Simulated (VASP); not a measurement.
# SiO2 (fluorite type) (Fm-3m) in VASP: settings compared

The runs below take SiO2 (fluorite type) through single point, with PBE, r2SCAN.

Program: VASP 6.6.1. These are calculated values, not measurements. Logs are shortened: lines on timing, memory, paths and dates and some standing lists are left out, and cuts for length are marked.

## 1. The cell of the first run

It takes space group Fm-3m (No. 225, cubic). Conventional cell: a = 4.551 Å, b = 4.551 Å, c = 4.551 Å, α = 90.00°, β = 90.00°, γ = 90.00°. Si (site symmetry m-3m) has 8 O at 1.97 Å within 2.6 Å. Within 2.6 Å of O (site symmetry -43m) lie 4 Si at 1.97 Å and 6 O at 2.28 Å.

## 2. Single point, PBE

The input, INCAR:

```
SYSTEM = SiO2
ALGO     = Normal         ! electronic algorithm
EDIFF    = 1E-6           ! SCF threshold, eV
ENCUT    = 600            ! plane-wave cutoff, eV
GGA      = PE             ! functional
GGA_COMPAT= .False.      
ISIF     = 2              ! what is computed and relaxed
ISMEAR   = -1             ! smearing method
LASPH    = .True.         ! aspherical terms in the spheres
LCHARG   = .True.         ! write CHGCAR
LELF     = .True.         ! ELF
LREAL    = .False.        ! projectors in reciprocal space
LVHAR    = .True.       
LWAVE    = .False.        ! write WAVECAR
NBANDS   = 15             ! bands
NELM     = 120            ! most SCF steps
PREC     = Accurate       ! precision mode
SIGMA    = 0.06122561905347299 ! smearing width, eV
```

The input, KPOINTS:

```
k-points
0
Gamma
  41 41 41
  0 0 0
```

The input, POSCAR:

```
SiO2
1.0
    0.0000000000      2.2757465681      2.2757465681
    2.2757465681      0.0000000000      2.2757465681
    2.2757465681      2.2757465681      0.0000000000
Si O
1 2
Direct
    0.0000000000      0.0000000000      0.0000000000
    0.2500000000      0.2500000000      0.2500000000
    0.7500000000      0.7500000000      0.7500000000
```

Potentials or basis: VASP PAW PBE potentials, release 64 (Si, O).

Started as:

```sh
> cat potpaw_PBE.64/Si/POTCAR potpaw_PBE.64/O/POTCAR > POTCAR
> mpirun -np 1 vasp_std > vasp.out
```

OUTCAR:

```text
SYSTEM = SiO2
   EDIFF = 1E-6
   ENCUT = 600
   GGA = PE
   ISIF = 2
   ISMEAR = -1
   LASPH = .True.
   LREAL = .False.
   NELM = 120
   PREC = Accurate

 ion  position               nearest neighbor table
   1  0.000  0.000  0.000-   3 1.97   3 1.97   3 1.97   2 1.97   2 1.97   2 1.97   3 1.97   2 1.97

   2  0.250  0.250  0.250-   1 1.97   1 1.97   1 1.97   1 1.97
   3  0.750  0.750  0.750-   1 1.97   1 1.97   1 1.97   1 1.97

  LATTYP: Found a face centered cubic cell.
 ALAT       =     4.5514931362

  Lattice vectors:

 A1 = (   0.0000000000,   2.2757465681,   2.2757465681)
 A2 = (   2.2757465681,   0.0000000000,   2.2757465681)
 A3 = (   2.2757465681,   2.2757465681,   0.0000000000)

Analysis of symmetry for initial positions (statically):
=====================================================================
 Subroutine PRICEL returns:
 Original cell was already a primitive cell.

 Routine SETGRP: Setting up the symmetry group for a
 face centered cubic supercell.

 Subroutine GETGRP returns: Found 48 space group operations
 (whereof 48 operations were pure point group operations)
 out of a pool of 48 trial point group operations.

The static configuration has the point symmetry O_h .

Analysis of symmetry for dynamics (positions and initial velocities):
=====================================================================
 Subroutine PRICEL returns:
 Original cell was already a primitive cell.

 Routine SETGRP: Setting up the symmetry group for a
 face centered cubic supercell.

 Subroutine GETGRP returns: Found 48 space group operations
 (whereof 48 operations were pure point group operations)
 out of a pool of 48 trial point group operations.

The dynamic configuration has the point symmetry O_h .

 Subroutine INISYM returns: Found 48 space group operations
 (whereof 48 operations are pure point group operations),
 and found     1 'primitive' translations

----------------------------------------------------------------------------------------

                                     Primitive cell

  volume of cell :      23.5723

  direct lattice vectors                    reciprocal lattice vectors
     0.000000000  2.275746568  2.275746568    -0.219708120  0.219708120  0.219708120
     2.275746568  0.000000000  2.275746568     0.219708120 -0.219708120  0.219708120
     2.275746568  2.275746568  0.000000000     0.219708120  0.219708120 -0.219708120

  length of vectors
     3.218391661  3.218391661  3.218391661     0.380545627  0.380545627  0.380545627

  position of ions in fractional coordinates (direct lattice)
     0.000000000  0.000000000  0.000000000
     0.250000000  0.250000000  0.250000000
     0.750000000  0.750000000  0.750000000

  ion indices of the primitive-cell ions
   primitive index   ion index
                 1           1
                 2           2
                 3           3

----------------------------------------------------------------------------------------

 KPOINTS: k-points

Automatic generation of k-mesh.
 Grid dimensions read from file:
 generate k-points for:   41   41   41

 Generating k-lattice:

  Cartesian coordinates                     Fractional coordinates (reciprocal lattice)
    -0.005358735  0.005358735  0.005358735     0.024390244  0.000000000  0.000000000
     0.005358735 -0.005358735  0.005358735     0.000000000  0.024390244  0.000000000
     0.005358735  0.005358735 -0.005358735     0.000000000  0.000000000  0.024390244

  Length of vectors
     0.009281601  0.009281601  0.009281601

  Shift w.r.t. Gamma in fractional coordinates (k-lattice)
     0.000000000  0.000000000  0.000000000

 Subroutine IBZKPT returns following result:
 ===========================================

 Found   1771 irreducible k-points:

 Following reciprocal coordinates:
            Coordinates               Weight
  0.000000  0.000000  0.000000      1.000000
  0.024390  0.000000  0.000000      8.000000
  0.048780  0.000000  0.000000      8.000000
  0.073171  0.000000  0.000000      8.000000
  0.097561  0.000000  0.000000      8.000000
  0.121951  0.000000  0.000000      8.000000
[... 16 lines left out ...]
  0.048780  0.024390  0.000000     24.000000
  0.073171  0.024390  0.000000     24.000000
 [... further k-points ...]
   k-points           NKPTS =   1771   k-points in BZ     NKDIM =   1771   number of bands    NBANDS=     15
   number of dos      NEDOS =    301   number of ions     NIONS =      3
   total plane-waves  NPLWV =  21952
   dimension x,y,z NGX =    28 NGY =   28 NGZ =   28
   dimension x,y,z NGXF=    56 NGYF=   56 NGZF=   56
   ions per type =               1   2
   NGX,Y,Z   is equivalent  to a cutoff of  14.46, 14.46, 14.46 a.u.
   NGXF,Y,Z  is equivalent  to a cutoff of  28.93, 28.93, 28.93 a.u.
 SYSTEM =  SiO2
   PREC   = accura    normal or accurate (medium, high low for compatibility)
   ISTART =      0    job   : 0-new  1-cont  2-samecut
   ICHARG =      2    charge: 1-file 2-atom 10-const
   ISPIN  =      1    spin polarized calculation?
   LNONCOLLINEAR =      F non collinear calculations
   LSORBIT =      F    spin-orbit coupling
   LASPH  =      T    aspherical Exc in radial PAW
   ENCUT  =  600.0 eV  44.10 Ry    6.64 a.u.   6.43  6.43  6.43*2*pi/ulx,y,z
   NELM   =    120;   NELMIN=  2; NELMDL= -5     # of ELM steps
   EDIFF  = 0.1E-05   stopping-criterion for ELM
   LREAL  =      F    real-space projection
[... 7 lines left out ...]
   TEBEG  =    0.0;   TEEND  =   0.0 temperature during run
   PSTRESS=    0.0 pullay stress
   NELECT =      16.0000    total number of electrons
   NUPDOWN=      -1.0000    fix difference up-down
   EMIN   =  10.00;   EMAX   =-10.00  energy-range for DOS
   EFERMI =   0.00;   METHOD = LEGACY
   ISMEAR =    -1;   SIGMA  =   0.06  broadening in eV -4-tet -1-fermi 0-gaus
   EFERMI_NEDOS =   21; number of points for ismear=-14 and -15
   IALGO  =     38    algorithm
   IMIX   =      4    mixing-type and parameters
     AMIX     =   0.40;   BMIX     =  1.00
     AMIX_MAG =   1.60;   BMIX_MAG =  1.00
  volume/ion in A,a.u.               =       7.86        53.02
  Fermi-wavevector in a.u.,A,eV,Ry     =   1.438735  2.718816 28.163510  2.069960
  Thomas-Fermi vector in A             =   2.557669
   LORBIT       =      0    0 simple, 1 ext, 2 COOP (PROOUT), +10 PAW based schemes
   GGA     = PE    functional components
   LHFCALC =     F    Hartree Fock is set to
   AEXX    =    0.0000 exact exchange contribution
   IVDW    =     0    specifies the selected vdW correction
   LEPSILON=     F    determine dielectric tensor
   LRPA    =     F    only Hartree local field effects (RPA)
 non-spin polarized calculation
  energy-cutoff  :      600.00
  volume of cell :       23.57
 maximum number of plane-waves:       817
 NGX is ok and might be reduce to    28
   NGX = 13   NGY = 13   NGZ = 13

 number of electron      16.0000002 magnetization

 Free energy of the ion-electron system (eV)
  ---------------------------------------------------
  ext. energy  EPLUGINS =         0.00000000
  ---------------------------------------------------
  free energy    TOTEN  =       -19.92623119 eV

  energy without entropy =      -19.92623119  energy(sigma->0) =      -19.92623119

 E-fermi :  10.4734     XC(G=0): -12.3378

 val. band max:        9.4114684064   @ k =  -0.4878   0.4878   0.0000
 cond. band min:      11.4302106695   @ k =   0.0000   0.0000   0.0000
 fundamental gap:      2.0187422631
 Fermi energy:        10.4733520071

 k-point     1 :       0.0000    0.0000    0.0000
  band No.  band energies     occupation
      1     -13.3820      2.00000
      2      -6.6472      2.00000
      3       3.6937      2.00000
      4       3.6937      2.00000
      5       3.6937      2.00000
      6       7.1751      2.00000
      7       7.1751      2.00000
      8       7.1751      2.00000
      9      11.4302      0.00000
     10      15.3252      0.00000
     11      15.3252      0.00000
     12      15.3252      0.00000
     13      21.8344      0.00000
     14      21.8344      0.00000
     15      24.1459      0.00000

 k-point     2 :       0.0244    0.0000    0.0000
  band No.  band energies     occupation
      1     -13.3736      2.00000
      2      -6.6583      2.00000
      3       3.6860      2.00000
      4       3.6937      2.00000
      5       3.6937      2.00000
      6       7.1361      2.00000
      7       7.1640      2.00000
      8       7.1640      2.00000
      9      11.4796      0.00000
     10      15.3291      0.00000
     11      15.3408      0.00000
     12      15.3408      0.00000
     13      21.8515      0.00000
     14      21.8515      0.00000
     15      24.1806      0.00000

 k-point     3 :       0.0488    0.0000    0.0000
  band No.  band energies     occupation
      1     -13.3482      2.00000
      2      -6.6911      2.00000
      3       3.6649      2.00000
      4       3.6944      2.00000
      5       3.6944      2.00000
      6       7.0253      2.00000
      7       7.1310      2.00000
      8       7.1310      2.00000
      9      11.6210      0.00000
     10      15.3420      0.00000
     11      15.3875      0.00000
     12      15.3875      0.00000
     13      21.9022      0.00000
     14      21.9022      0.00000
     15      24.2830      0.00000
[... 343 lines left out ...]
 k-point    23 :       0.0488    0.0244    0.0000
  band No.  band energies     occupation
      1     -13.3510      2.00000
      2      -6.6873      2.00000
      3       3.6475      2.00000
      4       3.6535      2.00000
      5       3.7556      2.00000
      6       6.9547      2.00000
      7       7.1714      2.00000
      8       7.1828      2.00000
      9      11.6029      0.00000
     10      15.2815      0.00000
     11      15.4090      0.00000
     12      15.4146      0.00000
     13      21.8839      0.00000
     14      21.9089      0.00000
     15      24.2722      0.00000

 k-point    24 :       0.0732    0.0244    0.0000
  band No.  band energies     occupation
      1     -13.3144      2.00000
      2      -6.7343      2.00000
      3       3.6104      2.00000
      4       3.6351      2.00000
      5       3.7843      2.00000
      6       6.7913      2.00000
      7       7.1196      2.00000
      8       7.1588      2.00000
      9      11.7903      0.00000
     10      15.2864      0.00000
     11      15.4773      0.00000
     12      15.4976      0.00000
     13      21.9499      0.00000
     14      21.9855      0.00000
     15      24.4161      0.00000

 [... further k-points ...]

------------------------ aborting loop because EDIFF is reached ----------------------------------------

  FORCE on cell =-STRESS in cart. coord.  units (eV):
  Direction    XX          YY          ZZ          XY          YZ          ZX
  --------------------------------------------------------------------------------------
  -------------------------------------------------------------------------------------
  Total        0.7924228      0.7924228      0.7924228      0.0000000      0.0000000      0.0000000
  in kB       53.8599427     53.8599427     53.8599427      0.0000000      0.0000000      0.0000000
  external PRESSURE =      53.8599427 kB  Pullay stress =       0.0000000 kB

 VOLUME and BASIS-vectors are now :
 -----------------------------------------------------------------------------
  energy-cutoff  :      600.00
  volume of cell :       23.57
      direct lattice vectors                 reciprocal lattice vectors
     0.000000000  2.275746568  2.275746568    -0.219708120  0.219708120  0.219708120
     2.275746568  0.000000000  2.275746568     0.219708120 -0.219708120  0.219708120
     2.275746568  2.275746568  0.000000000     0.219708120  0.219708120 -0.219708120

 POSITION                                       TOTAL-FORCE (eV/Angst)
 -----------------------------------------------------------------------------------
      0.00000      0.00000      0.00000         0.000000      0.000000      0.000000
      1.13787      1.13787      1.13787         0.000000     -0.000000     -0.000000
      3.41362      3.41362      3.41362        -0.000000      0.000000      0.000000
 -----------------------------------------------------------------------------------
    total drift:                                0.000000      0.000000      0.000000

  FREE ENERGIE OF THE ION-ELECTRON SYSTEM (eV)
  ---------------------------------------------------
  free  energy   TOTEN  =       -19.9262311902 eV

  energy  without entropy=      -19.9262311893  energy(sigma->0) =      -19.92623119
```

Run time: 5.1 min. Hardware: 1 thread of Intel Xeon 6975P-C (Granite Rapids), shared host; peak memory 0.71 GiB.

Results:

| Quantity | Value |
| --- | --- |
| Free energy | -19.9262 eV |
| Pressure | 5.4 GPa |
| Band gap on the k mesh | 2.02 eV (least direct gap 2.05 eV) |

Levels at points of the mesh, in eV from the valence-band top:
| k point | band 4 | band 5 | band 6 | band 7 | band 8 | band 9 | band 10 | band 11 | band 12 | band 13 |
| --- | --- | --- | --- | --- | --- | --- | --- | --- | --- | --- |
| (0.00, 0.00, 0.00) | -5.72 | -5.72 | -2.24 | -2.24 | -2.24 | 2.02 | 5.91 | 5.91 | 5.91 | 12.42 |

Caveat: the cell stands under pressure; an odd mesh through Γ misses points on the zone boundary, where band edges can lie.

[end of part 1 of 2]
